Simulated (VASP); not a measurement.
# Rh (Im-3m) in VASP: notebook

Runs on Rh. Level: r2SCAN. Tasks: single point.

All numbers are computed with VASP 6.6.1; they aren't measurements. Logs are shortened: lines on timing, memory, paths and dates and some standing lists are left out, and cuts for length are marked.

### 1 The cell of the first run

The structure is cubic, space group Im-3m (No. 229). Conventional cell: a = 3.058 Å, b = 3.058 Å, c = 3.058 Å, α = 90.00°, β = 90.00°, γ = 90.00°. Within 3.5 Å of Rh (site symmetry m-3m) lie 14 Rh at 2.65 to 3.06 Å.

### 2 Single point, r2SCAN, collinear spin, ferromagnetic start

Contents of POSCAR:

```
Rh
1.0
   -1.5292044132      1.5292044132      1.5292044132
    1.5292044132     -1.5292044132      1.5292044132
    1.5292044132      1.5292044132     -1.5292044132
Rh
1
Direct
    0.0000000000      0.0000000000      0.0000000000
```

Contents of INCAR.step1:

```
ALGO = Normal
EDIFF = 1E-4
ENCUT = 520
GGA = PE
ISMEAR = -1
ISPIN = 2
LASPH = T
LCHARG = F
LMAXMIX = 4
LREAL = F
LWAVE = T
MAGMOM = 1
NBANDS = 18
NELM = 150
PREC = Accurate
SIGMA = 0.05
```

Contents of INCAR.step2:

```
ALGO = Normal
EDIFF = 1E-6
ENCUT = 520
ISIF = 2
ISMEAR = -1
ISPIN = 2
ISTART = 1
LASPH = T
LCHARG = F
LMAXMIX = 4
LMIXTAU = T
LORBIT = 11
LREAL = F
LWAVE = F
MAGMOM = 1
METAGGA = R2SCAN
NBANDS = 18
NELM = 150
PREC = Accurate
SIGMA = 0.05
```

Contents of KPOINTS:

```
k-points
0
Gamma
  15 15 15
```

Potentials or basis: VASP PAW PBE potentials, release 64 (Rh_pv).

On the command line:

```
> cat potpaw_PBE.64/Rh_pv/POTCAR > POTCAR
> cp INCAR.step1 INCAR
> mpirun -np 1 vasp_std > vasp.out
> cp INCAR.step2 INCAR
> mpirun -np 1 vasp_std > vasp.out
```

OUTCAR:

```text
EDIFF = 1E-6
   ENCUT = 520
   ISIF = 2
   ISMEAR = -1
   ISPIN = 2
   ISTART = 1
   LASPH = T
   LORBIT = 11
   LREAL = F
   METAGGA = R2SCAN
   NELM = 150
   PREC = Accurate

 ion  position               nearest neighbor table
   1  0.000  0.000  0.000-

  LATTYP: Found a body centered cubic cell.
 ALAT       =     3.0584088264

  Lattice vectors:

 A1 = (  -1.5292044132,   1.5292044132,   1.5292044132)
 A2 = (   1.5292044132,  -1.5292044132,   1.5292044132)
 A3 = (   1.5292044132,   1.5292044132,  -1.5292044132)

Analysis of symmetry for initial positions (statically):
=====================================================================
 Subroutine PRICEL returns:
 Original cell was already a primitive cell.

 Routine SETGRP: Setting up the symmetry group for a
 body centered cubic supercell.

 Subroutine GETGRP returns: Found 48 space group operations
 (whereof 48 operations were pure point group operations)
 out of a pool of 48 trial point group operations.

The static configuration has the point symmetry O_h .

Analysis of symmetry for dynamics (positions and initial velocities):
=====================================================================
 Subroutine PRICEL returns:
 Original cell was already a primitive cell.

 Routine SETGRP: Setting up the symmetry group for a
 body centered cubic supercell.

 Subroutine GETGRP returns: Found 48 space group operations
 (whereof 48 operations were pure point group operations)
 out of a pool of 48 trial point group operations.

The dynamic configuration has the point symmetry O_h .

Analysis of structural, dynamic, and magnetic symmetry:
=====================================================================
 Subroutine PRICEL returns:
 Original cell was already a primitive cell.

 Routine SETGRP: Setting up the symmetry group for a
 body centered cubic supercell.

 Subroutine GETGRP returns: Found 48 space group operations
 (whereof 48 operations were pure point group operations)
 out of a pool of 48 trial point group operations.

The overall configuration has the point symmetry O_h .

 Subroutine INISYM returns: Found 48 space group operations
 (whereof 48 operations are pure point group operations),
 and found     1 'primitive' translations

----------------------------------------------------------------------------------------

                                     Primitive cell

  volume of cell :      14.3040

  direct lattice vectors                    reciprocal lattice vectors
    -1.529204413  1.529204413  1.529204413     0.000000000  0.326967406  0.326967406
     1.529204413 -1.529204413  1.529204413     0.326967406  0.000000000  0.326967406
     1.529204413  1.529204413 -1.529204413     0.326967406  0.326967406  0.000000000

  length of vectors
     2.648659739  2.648659739  2.648659739     0.462401740  0.462401740  0.462401740

  position of ions in fractional coordinates (direct lattice)
     0.000000000  0.000000000  0.000000000

  ion indices of the primitive-cell ions
   primitive index   ion index
                 1           1

----------------------------------------------------------------------------------------

 KPOINTS: k-points

Automatic generation of k-mesh.
 Grid dimensions read from file:
 generate k-points for:   15   15   15

 Generating k-lattice:

  Cartesian coordinates                     Fractional coordinates (reciprocal lattice)
     0.000000000  0.021797827  0.021797827     0.066666667  0.000000000  0.000000000
     0.021797827  0.000000000  0.021797827     0.000000000  0.066666667  0.000000000
     0.021797827  0.021797827  0.000000000     0.000000000  0.000000000  0.066666667

  Length of vectors
     0.030826783  0.030826783  0.030826783

  Shift w.r.t. Gamma in fractional coordinates (k-lattice)
     0.000000000  0.000000000  0.000000000

 Subroutine IBZKPT returns following result:
 ===========================================

 Found    120 irreducible k-points:

 Following reciprocal coordinates:
            Coordinates               Weight
  0.000000  0.000000  0.000000      1.000000
  0.066667  0.000000  0.000000     12.000000
  0.133333  0.000000  0.000000     12.000000
  0.200000  0.000000  0.000000     12.000000
  0.266667  0.000000  0.000000     12.000000
  0.333333  0.000000  0.000000     12.000000
[... 16 lines left out ...]
  0.333333  0.200000  0.000000     48.000000
  0.400000  0.200000 -0.000000     24.000000
 [... further k-points ...]
   k-points           NKPTS =    120   k-points in BZ     NKDIM =    120   number of bands    NBANDS=     18
   number of dos      NEDOS =    301   number of ions     NIONS =      1
   total plane-waves  NPLWV =   8000
   dimension x,y,z NGX =    20 NGY =   20 NGZ =   20
   dimension x,y,z NGXF=    40 NGYF=   40 NGZF=   40
   ions per type =               1
   NGX,Y,Z   is equivalent  to a cutoff of  12.55, 12.55, 12.55 a.u.
   NGXF,Y,Z  is equivalent  to a cutoff of  25.11, 25.11, 25.11 a.u.
 SYSTEM =  unknown system
   PREC   = accura    normal or accurate (medium, high low for compatibility)
   ISTART =      1    job   : 0-new  1-cont  2-samecut
   ICHARG =      0    charge: 1-file 2-atom 10-const
   ISPIN  =      2    spin polarized calculation?
   LNONCOLLINEAR =      F non collinear calculations
   LSORBIT =      F    spin-orbit coupling
   LASPH  =      T    aspherical Exc in radial PAW
   ENCUT  =  520.0 eV  38.22 Ry    6.18 a.u.   4.92  4.92  4.92*2*pi/ulx,y,z
   NELM   =    150;   NELMIN=  2; NELMDL=  0     # of ELM steps
   EDIFF  = 0.1E-05   stopping-criterion for ELM
   LREAL  =      F    real-space projection
   EDIFFG = 0.1E-04   stopping-criterion for IOM
   NSW    =      0    number of steps for IOM
   IBRION =     -1    ionic relax: 0-MD 1-quasi-New 2-CG
   NFREE  =      0    steps in history (QN), initial steepest desc. (CG)
   ISIF   =      2    stress and relaxation
   ISYM   =      2    0-nonsym 1-usesym 2-fastsym
   POTIM  = 0.5000    time-step for ionic-motion
   TEBEG  =    0.0;   TEEND  =   0.0 temperature during run
   PSTRESS=    0.0 pullay stress
   NELECT =      15.0000    total number of electrons
   NUPDOWN=      -1.0000    fix difference up-down
   EMIN   =  10.00;   EMAX   =-10.00  energy-range for DOS
   EFERMI =   0.00;   METHOD = LEGACY
   ISMEAR =    -1;   SIGMA  =   0.05  broadening in eV -4-tet -1-fermi 0-gaus
   EFERMI_NEDOS =   21; number of points for ismear=-14 and -15
   IALGO  =     38    algorithm
   IMIX   =      4    mixing-type and parameters
     AMIX     =   0.40;   BMIX     =  1.00
     AMIX_MAG =   1.60;   BMIX_MAG =  1.00
  volume/ion in A,a.u.               =      14.30        96.53
  Fermi-wavevector in a.u.,A,eV,Ry     =   1.663233  3.143054 37.638387  2.766343
  Thomas-Fermi vector in A             =   2.749986
   LORBIT       =     11    0 simple, 1 ext, 2 COOP (PROOUT), +10 PAW based schemes
   METAGGA = R2SCAN    functional components
   LHFCALC =     F    Hartree Fock is set to
   AEXX    =    0.0000 exact exchange contribution
   IVDW    =     0    specifies the selected vdW correction
   LEPSILON=     F    determine dielectric tensor
   LRPA    =     F    only Hartree local field effects (RPA)
 spin polarized calculation
  energy-cutoff  :      520.00
  volume of cell :       14.30
 maximum number of plane-waves:       397
   NGX =  9   NGY =  9   NGZ =  9

 number of electron      15.0000001 magnetization      -0.0304652

 number of electron      15.0000001 magnetization       0.9291263

 Free energy of the ion-electron system (eV)
  ---------------------------------------------------
  ext. energy  EPLUGINS =         0.00000000
  ---------------------------------------------------
  free energy    TOTEN  =       -23.81850146 eV

  energy without entropy =      -23.80835330  energy(sigma->0) =      -23.81342738

 E-fermi :  11.0598     XC(G=0): -14.9149

 val. band max:       11.0497760671   @ k =  -0.2667   0.3333   0.0667
 cond. band min:      11.0679101265   @ k =   0.1333   0.1333   0.1333
 fundamental gap:      0.0181340594
 Fermi energy:        11.0598263414

 spin component 1

 k-point     1 :       0.0000    0.0000    0.0000
  band No.  band energies     occupation
      1     -37.0876      1.00000
      2     -37.0876      1.00000
      3     -37.0876      1.00000
      4       3.1419      1.00000
      5       7.6008      1.00000
      6       7.6008      1.00000
[... 10 lines left out ...]
     17      42.9028      0.00000
     18      42.9028      0.00000

 k-point     2 :       0.0667    0.0000    0.0000
  band No.  band energies     occupation
      1     -37.1183      1.00000
      2     -37.0978      1.00000
      3     -37.0876      1.00000
      4       3.3320      1.00000
      5       7.5279      1.00000
      6       7.6017      1.00000
[... 10 lines left out ...]
     17      42.5835      0.00000
     18      44.8896      0.00000

 k-point     3 :       0.1333    0.0000    0.0000
  band No.  band energies     occupation
      1     -37.2046      1.00000
      2     -37.1265      1.00000
      3     -37.0876      1.00000
      4       3.8634      1.00000
      5       7.3271      1.00000
      6       7.5951      1.00000
[... 10 lines left out ...]
     17      42.4749      0.00000
     18      47.4026      0.00000

 k-point     4 :       0.2000    0.0000    0.0000
  band No.  band energies     occupation
      1     -37.3302      1.00000
      2     -37.1686      1.00000
      3     -37.0875      1.00000
      4       4.5734      1.00000
      5       7.0443      1.00000
      6       7.6436      1.00000
[... 375 lines left out ...]
      4       5.7426      1.00000
      5       6.5494      1.00000
      6       7.8930      1.00000
[... 10 lines left out ...]
     17      44.3908      0.00000
     18      46.7897      0.00000

 k-point    23 :       0.3333    0.2000    0.0000
  band No.  band energies     occupation
      1     -37.6792      1.00000
      2     -37.3905      1.00000
      3     -37.1546      1.00000
      4       5.6043      1.00000
      5       6.4644      1.00000
      6       8.2387      1.00000
[... 10 lines left out ...]
     17      45.3569      0.00000
     18      47.9410      0.00000

 k-point    24 :       0.4000    0.2000   -0.0000
  band No.  band energies     occupation
      1     -37.6902      1.00000
      2     -37.4099      1.00000
      3     -37.1558      1.00000
      4       5.5424      1.00000
      5       6.4401      1.00000
      6       8.3536      1.00000
[... 10 lines left out ...]
     17      46.6837      0.00000
     18      47.4721      0.00000

 [... further k-points ...]

 spin component 2

 k-point     1 :       0.0000    0.0000    0.0000
  band No.  band energies     occupation
      1     -36.0373      1.00000
      2     -36.0373      1.00000
      3     -36.0373      1.00000
      4       3.1029      1.00000
      5       8.2813      1.00000
      6       8.2813      1.00000
[... 10 lines left out ...]
     17      43.7186      0.00000
     18      43.7186      0.00000

 k-point     2 :       0.0667    0.0000    0.0000
  band No.  band energies     occupation
      1     -36.0693      1.00000
      2     -36.0479      1.00000
      3     -36.0373      1.00000
      4       3.2945      1.00000
      5       8.2033      1.00000
      6       8.2786      1.00000
[... 10 lines left out ...]
     17      43.0935      0.00000
     18      45.5250      0.00000

 k-point     3 :       0.1333    0.0000    0.0000
  band No.  band energies     occupation
      1     -36.1592      1.00000
      2     -36.0775      1.00000
      3     -36.0374      1.00000
      4       3.8358      1.00000
      5       7.9892      1.00000
      6       8.2622      1.00000
[... 10 lines left out ...]
     17      42.6970      0.00000
     18      47.7541      0.00000

 k-point     4 :       0.2000    0.0000    0.0000
  band No.  band energies     occupation
      1     -36.2900      1.00000
      2     -36.1210      1.00000
      3     -36.0375      1.00000
      4       4.5962      1.00000
      5       7.6887      1.00000
      6       8.2723      1.00000
[... 375 lines left out ...]
      4       6.2253      1.00000
      5       7.2007      1.00000
      6       8.3875      1.00000
[... 10 lines left out ...]
     17      44.7842      0.00000
     18      47.3400      0.00000

 k-point    23 :       0.3333    0.2000    0.0000
  band No.  band energies     occupation
      1     -36.6525      1.00000
      2     -36.3515      1.00000
      3     -36.1071      1.00000
      4       6.1342      1.00000
      5       7.0798      1.00000
      6       8.8798      1.00000
[... 10 lines left out ...]
     17      45.7474      0.00000
     18      48.5168      0.00000

 k-point    24 :       0.4000    0.2000   -0.0000
  band No.  band energies     occupation
      1     -36.6639      1.00000
      2     -36.3716      1.00000
      3     -36.1084      1.00000
      4       6.0847      1.00000
      5       7.0426      1.00000
      6       9.0645      1.00000
[... 10 lines left out ...]
     17      47.0507      0.00000
     18      48.0305      0.00000

 [... further k-points ...]
[... 5 lines left out ...]
  --------------------------------------------------------------------------------------
  -------------------------------------------------------------------------------------
  Total        0.0968031      0.0968031      0.0968031     -0.0000000     -0.0000000      0.0000000
  in kB       10.8428392     10.8428392     10.8428392     -0.0000000     -0.0000000      0.0000000
  external PRESSURE =      10.8428392 kB  Pullay stress =       0.0000000 kB

 VOLUME and BASIS-vectors are now :
 -----------------------------------------------------------------------------
  energy-cutoff  :      520.00
  volume of cell :       14.30
      direct lattice vectors                 reciprocal lattice vectors
    -1.529204413  1.529204413  1.529204413     0.000000000  0.326967406  0.326967406
     1.529204413 -1.529204413  1.529204413     0.326967406  0.000000000  0.326967406
     1.529204413  1.529204413 -1.529204413     0.326967406  0.326967406  0.000000000

 POSITION                                       TOTAL-FORCE (eV/Angst)
 -----------------------------------------------------------------------------------
      0.00000      0.00000      0.00000         0.000000     -0.000000     -0.000000
 -----------------------------------------------------------------------------------
    total drift:                                0.000000     -0.000000      0.000000

  FREE ENERGIE OF THE ION-ELECTRON SYSTEM (eV)
  ---------------------------------------------------
  free  energy   TOTEN  =       -23.8185014642 eV

  energy  without entropy=      -23.8083532951  energy(sigma->0) =      -23.81342738

 total charge

# of ion       s       p       d       tot
------------------------------------------
    1        0.405   6.268   7.087  13.761

 magnetization (x)

# of ion       s       p       d       tot
------------------------------------------
    1       -0.006  -0.010   0.959   0.943
```

Run time: 11 min. Hardware: 1 thread of AMD EPYC 9R45 (Zen 5), shared host; peak memory 0.14 GiB.

Results:

```yaml
Free_energy: -23.8185 eV
Pressure: 1.1 GPa
Net_moment: 0.93 μB per cell
Site_moments: Rh +0.94 μB
Valence_electrons_inside_the_program's_atomic_spheres: Rh 13.76
```

Caveat: the PAW data sets were made with another functional, which shifts forces and pressure a little.

(Part 1 of 2 ends here.)
